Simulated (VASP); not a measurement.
Set up this calculation in VASP 6.6.1, as the native input.

```
Task                   : single point
Functional             : PBE
Potentials or basis    : VASP PAW PBE potentials, release 64 (Pd)
Cutoff                 : 520 eV
k mesh                 : 14 × 14 × 14
Occupations            : methfessel-paxton, width 0.6 eV
Spin                   : collinear spin, ferromagnetic start
Starting moments       : [0.288] μB
Dipole correction      : no
Further INCAR settings : ALGO = Normal; EDIFF = 1e-07; NBANDS = 15
```

The structure of Pd lies in POSCAR:

```
Pd
1.0
    0.0000000000      1.9737080107      1.9737080107
    1.9737080107      0.0000000000      1.9737080107
    1.9737080107      1.9737080107      0.0000000000
Pd
1
Direct
    0.0000000000      0.0000000000      0.0000000000
```

One way to write it, as run:

INCAR

```
ALGO     = Normal         # electronic algorithm
EDIFF    = 1E-7           # SCF threshold, eV
ENCUT    = 520            # plane-wave cutoff, eV
GGA      = PE             # functional
ISIF     = 2              # what is computed and relaxed
ISMEAR   = 1              # smearing method
ISPIN    = 2              # spin polarisation
LASPH    = T              # aspherical terms in the spheres
LCHARG   = T              # write CHGCAR
LELF     = T              # ELF
LMAXMIX  = 4              # l up to which the mixer works
LORBIT   = 11             # projections on sites
LREAL    = F              # projectors in reciprocal space
LVHAR    = T            
LWAVE    = F              # write WAVECAR
MAGMOM   = 0.288          # initial moments
NBANDS   = 15             # bands
NELM     = 150            # most SCF steps
PREC     = Accurate       # precision mode
SIGMA    = 0.6            # smearing width, eV
```

KPOINTS

```
k-points
0
Gamma
  14 14 14
```

Potentials or basis: VASP PAW PBE potentials, release 64 (Pd).

Launch:

```console
$ cat potpaw_PBE.64/Pd/POTCAR > POTCAR
$ mpirun -np 1 vasp_std > vasp.out
```

Results of the run:

```yaml
Pressure: -0.6 GPa
Band_gap_on_the_k_mesh: zero (filled and empty bands overlap)
Net_moment: 0.00 μB per cell
Valence_electrons_inside_the_program's_atomic_spheres: Pd 9.36
```

It took 78 s on 1 thread of Intel Xeon 8259CL, on a shared host, peak memory 0.17 GiB.
